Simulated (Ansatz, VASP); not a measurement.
## Two plane-wave programs on Au

```
Au
1.0
     2.87748   -0.01780    0.35517
    -0.02877    2.87792    0.38029
    -0.49445   -0.53077    3.97924
Au
2
Direct
  0.25000 0.25000 0.75000
  0.75000 0.75000 0.25000
```

Alike in both runs: functional PBEsol; k mesh 16 × 14 × 10; occupations gaussian, width 0.1 eV; no spin polarisation.

Ansatz relaxed the structure, and its values are those at the end. VASP's run is a single point on that final structure, the one shown.

|  | VASP | Ansatz |
| --- | --- | --- |
| version | VASP 6.6.1 | Ansatz 0.2.0 |
| potentials or method | VASP PAW PBE potentials, release 64 (Au), cutoff 520 eV | scalar-relativistic, plane waves, PAW |
| valence electrons in the cell | 22 | 38 |

|  | VASP | Ansatz | Ansatz less VASP |
| --- | --- | --- | --- |
| gap on the k mesh at the Fermi level (eV) | none | none | - |
| pressure (GPa) | -0.2 | 0.0 | +0.22 |

VASP's potentials were made for PBE, not for PBEsol. A gap of «none» marks a metal or a gap that the smearing closes. The functional is the same, so the differences come from potentials, cutoffs and numerics. VASP's potentials hold 22 valence electrons a cell and Ansatz's 38, so a difference there can come from the potentials and not from the codes.

Neither program's run includes spin-orbit coupling.
